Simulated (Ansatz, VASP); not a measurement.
**Ge in VASP and in Ansatz**

INCAR

```
SYSTEM = Ge
  PREC = Accurate
  ENCUT = 520
  EDIFF = 1E-7
  ISMEAR = -1
  SIGMA = 0.1
  LREAL = .FALSE.
  LASPH = .TRUE.
  NELM = 60
  ALGO = Normal
  ISIF = 2
  LWAVE = .FALSE.
  LCHARG = .FALSE.
  GGA = CA
  NBANDS = 21
```

File KPOINTS:

```
Automatic mesh
0
G
  12 12 12
  0 0 0
```

POSCAR

```
Ge
1.0
    0.0000000000      2.6941059283      2.6941059283
    2.6941059283      0.0000000000      2.6941059283
    2.6941059283      2.6941059283      0.0000000000
Ge
2
Direct
   -0.1250000000     -0.1250000000     -0.1250000000
    0.1250000000      0.1250000000      0.1250000000
```

Input for Ansatz:

```yaml
crystal:
  lattice:
    - [0.0, 2.6941059283, 2.6941059283]
    - [2.6941059283, 0.0, 2.6941059283]
    - [2.6941059283, 2.6941059283, 0.0]
  atoms:
    - { symbol: Ge, position: [-0.125, -0.125, -0.125] }
    - { symbol: Ge, position: [0.125, 0.125, 0.125] }
kpoints:
  mp_grid: { grid: [12, 12, 12] }
scf:
  occupations: { method: fermi_dirac, width: 0.1 }
hamiltonian:
  xc: lda
  pseudopotentials: { kind: all_electron, lapw: { basis_error: 0.001 } }
output:
  forces: true
  stress: true
  eigenvalues: true
  populations: true
```

Change from the starting cell: volume scaled by 0.88, LAPW.

Alike in both runs: task single point; functional LDA; k mesh 12 × 12 × 12; occupations fermi-dirac, width 0.1 eV; no spin polarisation.

```csv
,VASP,Ansatz
version,VASP 6.6.1,Ansatz 0.2.0
potentials or method,"VASP PAW LDA potentials, release 64 (Ge_d), cutoff 520 eV","all-electron LAPW, scalar-relativistic"
```

```csv
,VASP,Ansatz,Ansatz less VASP
pressure (GPa),12.6,12.4,-0.19
```

LDA's correlation is that of Perdew and Zunger in VASP and of Perdew and Wang (1992) in Ansatz. Ansatz ran all-electron here, and VASP with PAW potentials.
